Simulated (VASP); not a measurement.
# C (P6_3/mmc) in VASP: notebook, part 2 of 2

VASP 6.6.1. The steps go on from the part before.

## Step 3: Single point, PBEsol+D3(BJ) (8.95 Å³/atom)

File INCAR:

```
ALGO = Normal
EDIFF = 1E-6
ENCUT = 520
GGA = PS
ISIF = 2
ISMEAR = 0
IVDW = 12
LASPH = True
LCHARG = False
LREAL = False
LWAVE = False
NBANDS = 16
NELM = 60
PREC = Accurate
SIGMA = 0.15
```

File KPOINTS:

```
k-points
0
Gamma
  21 21 8
```

File POSCAR:

```
C
1.0
    2.4405418226      0.0000000000      0.0000000000
   -1.2202709113      2.1135712174      0.0000000000
    0.0000000000      0.0000000000      6.9418771603
C
4
Direct
    0.0000000000      0.0000000000      0.0025000000
    0.0000000000      0.0000000000      0.5025000000
    0.3333333333      0.6666666667      0.0025000000
    0.6666666667      0.3333333333      0.5025000000
```

Potentials or basis: VASP PAW PBE potentials, release 64 (C).

Launch:

```
$ cat potpaw_PBE.64/C/POTCAR > POTCAR
$ mpirun -np 1 vasp_std > vasp.out
```

OUTCAR:

```text
EDIFF = 1E-6
   ENCUT = 520
   GGA = PS
   ISIF = 2
   ISMEAR = 0
   IVDW = 12
   LASPH = True
   LREAL = False
   NELM = 60
   PREC = Accurate
 IVDW          = 12

 ion  position               nearest neighbor table
   1  0.000  0.000  0.002-   3 1.41   3 1.41   3 1.41
   2  0.000  0.000  0.502-   4 1.41   4 1.41   4 1.41
   3  0.333  0.667  0.002-   1 1.41   1 1.41   1 1.41
   4  0.667  0.333  0.502-   2 1.41   2 1.41   2 1.41

  LATTYP: Found a hexagonal cell.
 ALAT       =     2.4405418226
 C/A-ratio  =     2.8444000000

  Lattice vectors:

 A1 = (   2.4405418226,   0.0000000000,   0.0000000000)
 A2 = (  -1.2202709113,   2.1135712174,   0.0000000000)
 A3 = (   0.0000000000,   0.0000000000,   6.9418771603)

Analysis of symmetry for initial positions (statically):
=====================================================================
 Subroutine PRICEL returns:
 Original cell was already a primitive cell.

 Routine SETGRP: Setting up the symmetry group for a
 hexagonal supercell.

 Subroutine GETGRP returns: Found 24 space group operations
 (whereof  6 operations were pure point group operations)
 out of a pool of 24 trial point group operations.

The static configuration has the point symmetry C_3v.
 The point group associated with its full space group is D_6h.

Analysis of symmetry for dynamics (positions and initial velocities):
=====================================================================
 Subroutine PRICEL returns:
 Original cell was already a primitive cell.

 Routine SETGRP: Setting up the symmetry group for a
 hexagonal supercell.

 Subroutine GETGRP returns: Found 24 space group operations
 (whereof  6 operations were pure point group operations)
 out of a pool of 24 trial point group operations.

The dynamic configuration has the point symmetry C_3v.
 The point group associated with its full space group is D_6h.

 Subroutine INISYM returns: Found 24 space group operations
 (whereof  6 operations are pure point group operations),
 and found     1 'primitive' translations

----------------------------------------------------------------------------------------

                                     Primitive cell

  volume of cell :      35.8080

  direct lattice vectors                    reciprocal lattice vectors
     2.440541823  0.000000000  0.000000000     0.409745078  0.236566431  0.000000000
    -1.220270911  2.113571217  0.000000000     0.000000000  0.473132862  0.000000000
     0.000000000  0.000000000  6.941877160     0.000000000  0.000000000  0.144053255

  length of vectors
     2.440541823  2.440541823  6.941877160     0.473132862  0.473132862  0.144053255

  position of ions in fractional coordinates (direct lattice)
     0.000000000  0.000000000  0.002500000
     0.000000000  0.000000000  0.502500000
     0.333333333  0.666666667  0.002500000
     0.666666667  0.333333333  0.502500000

  ion indices of the primitive-cell ions
   primitive index   ion index
                 1           1
                 2           2
                 3           3
                 4           4

----------------------------------------------------------------------------------------

[... 25 lines left out ...]
            Coordinates               Weight
  0.000000  0.000000  0.000000      1.000000
  0.047619  0.000000  0.000000      6.000000
  0.095238  0.000000  0.000000      6.000000
  0.142857  0.000000  0.000000      6.000000
  0.190476  0.000000  0.000000      6.000000
  0.238095  0.000000  0.000000      6.000000
[... 16 lines left out ...]
  0.142857  0.095238  0.000000     12.000000
  0.190476  0.095238  0.000000     12.000000
 [... further k-points ...]
   k-points           NKPTS =    240   k-points in BZ     NKDIM =    240   number of bands    NBANDS=     16
   number of dos      NEDOS =    301   number of ions     NIONS =      4
   total plane-waves  NPLWV =  17496
   dimension x,y,z NGX =    18 NGY =   18 NGZ =   54
   dimension x,y,z NGXF=    36 NGYF=   36 NGZF=  108
   ions per type =               4
   NGX,Y,Z   is equivalent  to a cutoff of  12.26, 12.26, 12.93 a.u.
   NGXF,Y,Z  is equivalent  to a cutoff of  24.52, 24.52, 25.86 a.u.
 SYSTEM =  unknown system
   PREC   = accura    normal or accurate (medium, high low for compatibility)
   ISTART =      0    job   : 0-new  1-cont  2-samecut
   ICHARG =      2    charge: 1-file 2-atom 10-const
   ISPIN  =      1    spin polarized calculation?
   LNONCOLLINEAR =      F non collinear calculations
   LSORBIT =      F    spin-orbit coupling
   LASPH  =      T    aspherical Exc in radial PAW
   ENCUT  =  520.0 eV  38.22 Ry    6.18 a.u.   4.54  4.54 12.91*2*pi/ulx,y,z
   NELM   =     60;   NELMIN=  2; NELMDL= -5     # of ELM steps
   EDIFF  = 0.1E-05   stopping-criterion for ELM
   LREAL  =      F    real-space projection
   EDIFFG = 0.1E-04   stopping-criterion for IOM
   NSW    =      0    number of steps for IOM
   IBRION =     -1    ionic relax: 0-MD 1-quasi-New 2-CG
   NFREE  =      0    steps in history (QN), initial steepest desc. (CG)
   ISIF   =      2    stress and relaxation
   ISYM   =      2    0-nonsym 1-usesym 2-fastsym
   POTIM  = 0.5000    time-step for ionic-motion
   TEBEG  =    0.0;   TEEND  =   0.0 temperature during run
   PSTRESS=    0.0 pullay stress
   NELECT =      16.0000    total number of electrons
   NUPDOWN=      -1.0000    fix difference up-down
   EMIN   =  10.00;   EMAX   =-10.00  energy-range for DOS
   EFERMI =   0.00;   METHOD = LEGACY
   ISMEAR =     0;   SIGMA  =   0.15  broadening in eV -4-tet -1-fermi 0-gaus
   EFERMI_NEDOS =   21; number of points for ismear=-14 and -15
   IALGO  =     38    algorithm
   IMIX   =      4    mixing-type and parameters
     AMIX     =   0.40;   BMIX     =  1.00
     AMIX_MAG =   1.60;   BMIX_MAG =  1.00
  volume/ion in A,a.u.               =       8.95        60.41
  Fermi-wavevector in a.u.,A,eV,Ry     =   1.251569  2.365122 21.312506  1.566425
  Thomas-Fermi vector in A             =   2.385510
   LORBIT       =      0    0 simple, 1 ext, 2 COOP (PROOUT), +10 PAW based schemes
   GGA     = PS    functional components
   LHFCALC =     F    Hartree Fock is set to
   AEXX    =    0.0000 exact exchange contribution
   IVDW    =    12    specifies the selected vdW correction
   LEPSILON=     F    determine dielectric tensor
   LRPA    =     F    only Hartree local field effects (RPA)
 non-spin polarized calculation
 Gauss-broadening in eV      SIGMA  =   0.15
  energy-cutoff  :      520.00
  volume of cell :       35.81
 maximum number of plane-waves:       991
   NGX =  9   NGY =  9   NGZ = 25

 number of electron      15.9999997 magnetization

 Free energy of the ion-electron system (eV)
  ---------------------------------------------------
  ext. energy  EPLUGINS =         0.00000000
  ---------------------------------------------------
  free energy    TOTEN  =       -38.55826880 eV

  energy without entropy =      -38.55738093  energy(sigma->0) =      -38.55782486

 E-fermi :   4.4804     XC(G=0): -10.3672

 val. band max:        4.4777460123   @ k =   0.3333   0.3333   0.5000
 cond. band min:       4.4806250078   @ k =   0.3333   0.3333   0.2500
 fundamental gap:      0.0028789955
 Fermi energy:         4.4804115788

 k-point     1 :       0.0000    0.0000    0.0000
  band No.  band energies     occupation
      1     -15.3414      2.00000
      2     -15.1080      2.00000
      3      -4.1515      2.00000
      4      -2.4764      2.00000
      5       1.5128      2.00000
      6       1.5128      2.00000
[... 433 lines left out ...]
      3      -2.6949      2.00000
      4      -2.6362      2.00000
      5      -2.2953      2.00000
      6      -1.0685      2.00000
[... 8 lines left out ...]
     15      16.7890      0.00000
     16      16.9646      0.00000

 [... further k-points ...]

------------------------ aborting loop because EDIFF is reached ----------------------------------------

 Edisp (eV)   -0.42566

 E8    (eV) :    -0.2069

  FORCE on cell =-STRESS in cart. coord.  units (eV):
  Direction    XX          YY          ZZ          XY          YZ          ZX
  --------------------------------------------------------------------------------------
  -------------------------------------------------------------------------------------
  Total       2.38566     2.38566    -0.34070     0.00000     0.00000     0.00000
  in kB     106.74284   106.74284   -15.24422     0.00000     0.00000     0.00000
  external pressure =       66.08 kB  Pullay stress =        0.00 kB

 VOLUME and BASIS-vectors are now :
 -----------------------------------------------------------------------------
  energy-cutoff  :      520.00
  volume of cell :       35.81
      direct lattice vectors                 reciprocal lattice vectors
     2.440541823  0.000000000  0.000000000     0.409745078  0.236566431  0.000000000
    -1.220270911  2.113571217  0.000000000     0.000000000  0.473132862  0.000000000
     0.000000000  0.000000000  6.941877160     0.000000000  0.000000000  0.144053255

 POSITION                                       TOTAL-FORCE (eV/Angst)
 -----------------------------------------------------------------------------------
      0.00000      0.00000      0.01735         0.000000     -0.000000     -0.000000
      0.00000      0.00000      3.48829        -0.000000      0.000000      0.000000
     -0.00000      1.40905      0.01735         0.000000      0.000000      0.000000
      1.22027      0.70452      3.48829        -0.000000     -0.000000     -0.000000
 -----------------------------------------------------------------------------------
    total drift:                                0.000000      0.000000      0.000027

  FREE ENERGIE OF THE ION-ELECTRON SYSTEM (eV)
  ---------------------------------------------------
  free  energy   TOTEN  =       -38.9839262010 eV

  energy  without entropy=      -38.9830383329  energy(sigma->0) =      -38.98348227
```

OSZICAR:

```text
N       E                     dE             d eps       ncg     rms          rms(c)
DAV:   1     0.305824723485E+02    0.30582E+02   -0.79377E+03  7680   0.931E+02
DAV:   2    -0.383753211527E+02   -0.68958E+02   -0.62768E+02 10888   0.185E+02
DAV:   3    -0.411187958867E+02   -0.27435E+01   -0.27273E+01 10064   0.344E+01
DAV:   4    -0.411413794764E+02   -0.22584E-01   -0.22577E-01  9744   0.377E+00
DAV:   5    -0.411417272877E+02   -0.34781E-03   -0.34780E-03  9864   0.443E-01    0.934E+00
DAV:   6    -0.391753105974E+02    0.19664E+01   -0.13124E+00  9232   0.725E+00    0.541E+00
DAV:   7    -0.385526696548E+02    0.62264E+00   -0.15945E+00  9504   0.811E+00    0.143E+00
DAV:   8    -0.385597252025E+02   -0.70555E-02   -0.77866E-02  9104   0.167E+00    0.320E-01
DAV:   9    -0.385581133785E+02    0.16118E-02   -0.23398E-03  9736   0.333E-01    0.104E-01
DAV:  10    -0.385582714995E+02   -0.15812E-03   -0.65766E-04  8624   0.159E-01    0.727E-02
DAV:  11    -0.385582678206E+02    0.36789E-05   -0.31298E-05  9920   0.377E-02    0.714E-03
DAV:  12    -0.385582687963E+02   -0.97569E-06   -0.11045E-06  8360   0.713E-03
   1 F= -.38983926E+02 E0= -.38983482E+02  d E =-.887868E-03
```

Run time: 99 s. Hardware: 1 thread of Intel Xeon Platinum 8259CL at 2.50GHz (Skylake/Cascade Lake), shared host; peak memory 0.23 GiB.

What came out:

```
Free energy                : -38.9839 eV
Pressure                   : 6.6 GPa
Band gap on the k mesh     : zero (bands 8 and 9 overlap by 0.02 eV)
Dispersion energy per atom : -0.106 eV
```

Levels at points of the mesh, in eV from the Fermi level:
| k point | band 4 | band 5 | band 6 | band 7 | band 8 | band 9 | band 10 | band 11 | band 12 | band 13 |
| --- | --- | --- | --- | --- | --- | --- | --- | --- | --- | --- |
| (0.00, 0.00, 0.00) | -6.96 | -2.97 | -2.97 | -2.96 | -2.96 | 3.69 | 8.50 | 8.50 | 8.54 | 8.54 |
| (0.00, 0.00, 0.50) | -7.87 | -2.96 | -2.96 | -2.96 | -2.96 | 6.09 | 6.09 | 8.52 | 8.52 | 8.52 |

Caveat: the cell stands under pressure; the PAW data sets were made with another functional, which shifts forces and pressure a little.

## Step 4: Single point, PBEsol+D3(BJ) (8.95 Å³/atom)

File INCAR:

```
PREC     = Accurate       # precision mode
ENCUT    = 520            # plane-wave cutoff, eV
EDIFF    = 1E-6           # SCF threshold, eV
ISMEAR   = 0              # smearing method
SIGMA    = 0.15           # smearing width, eV
LREAL    = F              # projectors in reciprocal space
LASPH    = T              # aspherical terms in the spheres
NELM     = 80             # most SCF steps
ALGO     = Normal         # electronic algorithm
ISIF     = 2              # what is computed and relaxed
LWAVE    = F              # write WAVECAR
LCHARG   = F              # write CHGCAR
GGA      = PS             # functional
IVDW     = 12             # dispersion correction
NBANDS   = 16             # bands
```

File KPOINTS:

```
Automatic mesh
0
Gamma
  21 21 8
```

File POSCAR:

```
C
1.0
    2.3438124200      0.0000000000      0.0000000000
   -1.1719062100      2.0298010974      0.0000000000
    0.0000000000      0.0000000000      7.5266848244
C
4
Direct
    0.0000000000      0.0000000000      0.0025000000
    0.0000000000      0.0000000000      0.5025000000
    0.3333333333      0.6666666667      0.0025000000
    0.6666666667      0.3333333333      0.5025000000
```

Launch:

```
$ cat potpaw_PBE.64/C/POTCAR > POTCAR
$ mpirun -np 1 vasp_std > vasp.out
```

Run time: 2 min. Hardware: 1 thread of Intel Xeon Platinum 8259CL at 2.50GHz (Skylake/Cascade Lake), shared host; peak memory 0.23 GiB.

The run converged. Its results:

- Free energy: -38.2359 eV
- Pressure: 45.4 GPa
- Band gap on the k mesh: zero (filled and empty bands overlap)
- Dispersion energy per atom: -0.091 eV

Stress tensor (GPa, compression positive):
```
69.13  0.00  0.00
 0.00 69.13  0.00
 0.00  0.00 -2.19
```

Levels at points of the mesh, in eV from the Fermi level:
| k point | band 5 | band 6 | band 7 | band 8 | band 9 | band 10 | band 11 | band 12 |
| --- | --- | --- | --- | --- | --- | --- | --- | --- |
| (0.00, 0.00, 0.00) | -2.90 | -2.90 | -2.90 | -2.90 | 2.81 | 7.48 | 9.34 | 9.34 |
| (0.00, 0.00, 0.50) | -2.90 | -2.90 | -2.90 | -2.90 | 4.65 | 4.65 | 9.35 | 9.35 |

Caveat: the cell stands under pressure; the PAW data sets were made with another functional, which shifts forces and pressure a little.

## Step 5: Single point, PBEsol+D3(BJ) (8.95 Å³/atom)

File INCAR:

```
SYSTEM = C
ALGO = Normal
EDIFF = 1E-6
ENCUT = 520
GGA = PS
ISIF = 2
ISMEAR = 0
IVDW = 12
LASPH = .TRUE.
LCHARG = .FALSE.
LREAL = .FALSE.
LWAVE = .FALSE.
NBANDS = 16
NELM = 80
PREC = Accurate
SIGMA = 0.15
```

File KPOINTS:

```
k-points
0
G
  21 21 8
  0 0 0
```

File POSCAR:

```
C
1.0
    2.4903919469      0.0000000000      0.0000000000
   -1.2451959735      2.1567426914      0.0000000000
    0.0000000000      0.0000000000      6.6667478036
C
4
Direct
    0.0000000000      0.0000000000      0.0025000000
    0.0000000000      0.0000000000      0.5025000000
    0.3333333333      0.6666666667      0.0025000000
    0.6666666667      0.3333333333      0.5025000000
```

Launch:

```
$ cat potpaw_PBE.64/C/POTCAR > POTCAR
$ mpirun -np 1 vasp_std > vasp.out
```

Run time: 2 min. Hardware: 1 thread of Intel Xeon Platinum 8259CL at 2.50GHz (Skylake/Cascade Lake), shared host; peak memory 0.23 GiB.

The run converged. Its results:

```yaml
Free_energy: -38.9708 eV
Pressure: -10.3 GPa
Band_gap_on_the_k_mesh: zero (bands 8 and 9 overlap by 0.03 eV)
Dispersion_energy_per_atom: -0.110 eV
```

Stress tensor (GPa, compression positive):
```
-15.21   0.00   0.00
  0.00 -15.21   0.00
  0.00   0.00  -0.47
```

Levels at points of the mesh, in eV from the Fermi level:
```
           k point  band 6  band 7  band 8  band 9  band 10  band 11
(0.00, 0.00, 0.00)   -2.98   -2.96   -2.96    4.23     8.11     8.11
(0.00, 0.00, 0.50)   -2.97   -2.97   -2.97    6.95     6.95     8.14
```

Caveat: the cell stands under tension; the PAW data sets were made with another functional, which shifts forces and pressure a little.

## Step 6: The runs side by side

```tsv
cell	gap on the mesh (eV)	pressure (GPa)
a = 2.541, b = 2.541, c = 6.402 Å, angles 90.0, 90.0, 120.0°, 4 atoms	none	-25.2
a = 2.441, b = 2.441, c = 6.942 Å, angles 90.0, 90.0, 120.0°, 4 atoms	none	6.6
a = 2.344, b = 2.344, c = 7.527 Å, angles 90.0, 90.0, 120.0°, 4 atoms	none	45.4
a = 2.490, b = 2.490, c = 6.667 Å, angles 90.0, 90.0, 120.0°, 4 atoms	none	-10.3
```

Alike in all rows: task single point; level PBEsol+D3(BJ); potentials or basis VASP PAW PBE potentials, release 64 (C); no spin polarisation; k mesh 21 × 21 × 8; cutoff (eV) 520; smearing gaussian 0.15 eV.

Caveats: the PAW data sets were made with another functional, which shifts forces and pressure a little; the cell stands under tension (at least some runs); the cell stands under pressure (at least some runs).

Total energies depend on the potentials used, so only differences within one code and one set of settings carry meaning.
